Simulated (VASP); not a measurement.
A run of VASP 6.6.1 is set up as follows.

Contents of INCAR:

```
ALGO     = Normal         # electronic algorithm
EDIFF    = 1E-7           # SCF threshold, eV
ENCUT    = 520            # plane-wave cutoff, eV
GGA      = PS             # functional
ISIF     = 2              # what is computed and relaxed
ISMEAR   = -1             # smearing method
LASPH    = True           # aspherical terms in the spheres
LCHARG   = False          # write CHGCAR
LREAL    = False          # projectors in reciprocal space
LWAVE    = False          # write WAVECAR
NBANDS   = 11             # bands
NELM     = 80             # most SCF steps
PREC     = Accurate       # precision mode
SIGMA    = 0.05           # smearing width, eV
```

File KPOINTS:

```
k-points
0
Gamma
  14 14 14
```

The input POSCAR:

```
Si
1.0
    0.0000000000      2.4102513609      2.4102513609
    2.4102513609      0.0000000000      2.4102513609
    2.4102513609      2.4102513609      0.0000000000
Si
2
Direct
   -0.1250000000     -0.1250000000     -0.1250000000
    0.1250000000      0.1250000000      0.1250000000
```

Potentials or basis: VASP PAW PBE potentials, release 64 (Si).

Run with:

```bash
$ cat potpaw_PBE.64/Si/POTCAR > POTCAR
$ mpirun -np 1 vasp_std > vasp.out
```

(1) Estimate the band gap on the k mesh.

(2) What does it give for the pressure?

## Answers

(1) zero (band 4 reaches 10.05 eV, above the bottom of band 5 at 9.65 eV).

(2) 69.4 GPa.

Caveat: the PAW data sets were made with another functional, which shifts forces and pressure a little.
